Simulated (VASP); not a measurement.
AlN, 16 atoms in the cell. The typed cell holds 16 atoms: a = 6.198 Å, b = 6.198 Å, c = 6.198 Å, α = 60.00°, β = 60.00°, γ = 60.00°.  This cell differs from its parent crystal: dynamics (nvt langevin) at 450 K, volume x 1.01, from the last frame before.

| Quantity | Value |
| --- | --- |
| Program | VASP 6.6.1 |
| Task | single point |
| Functional | PBEsol |
| Potentials or basis | VASP PAW PBE potentials, release 64 (Al, N) |
| Cutoff | 520 eV |
| k mesh | 2 × 2 × 2, shifted |
| Occupations | fermi-dirac, width 0.0388 eV |
| Spin | no spin polarisation |
| Dipole correction | no |
| Mended | yes |
| Further INCAR settings | LREAL = Auto; ALGO = Normal; EDIFF = 1e-06; NBANDS = 46; ISYM = -1 |

Potentials or basis: VASP PAW PBE potentials, release 64 (Al, N).

Command:

```console
$ cat potpaw_PBE.64/Al/POTCAR potpaw_PBE.64/N/POTCAR > POTCAR
$ mpirun -np 1 vasp_std > vasp.out
```

Hardware: 1 thread of Intel(R) Xeon(R) Platinum 8488C (Sapphire Rapids), on a shared host.

Q: Estimate the wall time of this run.

A: Run time: 47 s on 1 thread of Intel(R) Xeon(R) Platinum 8488C (Sapphire Rapids) (shared host), peak memory 0.31 GiB. Counts: scf iterations 14, k points 4.
